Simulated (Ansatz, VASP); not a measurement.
# Two plane-wave programs on Ti2B3

The input INCAR:

```
SYSTEM = Ti2B3
ALGO = Normal
EDIFF = 1E-6
EDIFFG = -0.01
ENCUT = 600
GGA = PE
IBRION = 2
ISIF = 3
ISMEAR = 0
LASPH = .True.
LCHARG = .False.
LREAL = .False.
LWAVE = .False.
NELM = 80
NSW = 100
PREC = Accurate
SIGMA = 0.1
```

KPOINTS

```
k-points
0
Gamma
  12 12 8
  0 0 0
```

File POSCAR:

```
Ti2B3
1.0
    3.6300180028      0.0000000000      0.0000000000
   -1.8150090014      3.1436878066      0.0000000000
    0.0000000000      0.0000000000      4.5320960354
Ti B
2 3
Direct
    0.0000000000      0.0000000000      0.0000000000
    0.3333333333      0.6666666667      0.5000000000
    0.6666666667      0.3333333333      0.1930215064
    0.6666666667      0.3333333333      0.8069784936
    0.0000000000      0.0000000000      0.5000000000
```

Input for Ansatz:

```yaml
crystal:
  lattice:
    - [3.6300180028, 0.0, 0.0]
    - [-1.8150090014, 3.1436878066, 0.0]
    - [0.0, 0.0, 4.5320960354]
  atoms:
    - { symbol: Ti, position: [0.0, 0.0, 0.0] }
    - { symbol: Ti, position: [0.3333333333, 0.6666666667, 0.5] }
    - { symbol: B, position: [0.6666666667, 0.3333333333, 0.1930215064] }
    - { symbol: B, position: [0.6666666667, 0.3333333333, 0.8069784936] }
    - { symbol: B, position: [0.0, 0.0, 0.5] }
basis:
  ecutwfc: 420
kpoints:
  mp_grid: { grid: [12, 12, 8] }
hamiltonian:
  xc: pbe
scf:
  occupations: { method: gaussian, width: 0.1 }
output:
  forces: true
  stress: true
  eigenvalues: true
relax:
  adjacent_minimum: "off"
  f_tol: 0.01
  max_steps: 80
  cell: { stress_tol: 0.05 }
```

Change from the starting cell: species swapped into the Co3Ge2 type (P-6m2, No. 187).

Alike in both runs: task relaxation of cell and atoms; functional PBE; k mesh 12 × 12 × 8; occupations gaussian, width 0.1 eV; no spin polarisation.

```csv
,VASP,Ansatz
version,VASP 6.6.1,Ansatz 0.2.0
potentials or method,"VASP PAW PBE potentials, release 64 (Ti_sv, B), cutoff 600 eV","scalar-relativistic, plane waves, PAW"
valence electrons in the cell,33,33
```

VASP gave:

- gap on the k mesh at the Fermi level, each at its own relaxed structure (eV): none
- relaxed volume (Å³/atom): 10.35
- relaxed length of the cell vector where the two differ most in proportion (Å): 4.544

Question: Estimate Ansatz's values.

Answer: gap on the k mesh at the Fermi level, each at its own relaxed structure (eV): none; relaxed volume (Å³/atom): 10.36; relaxed length of the cell vector where the two differ most in proportion (Å): 4.545.

A gap of «none» marks a metal or a gap that the smearing closes.
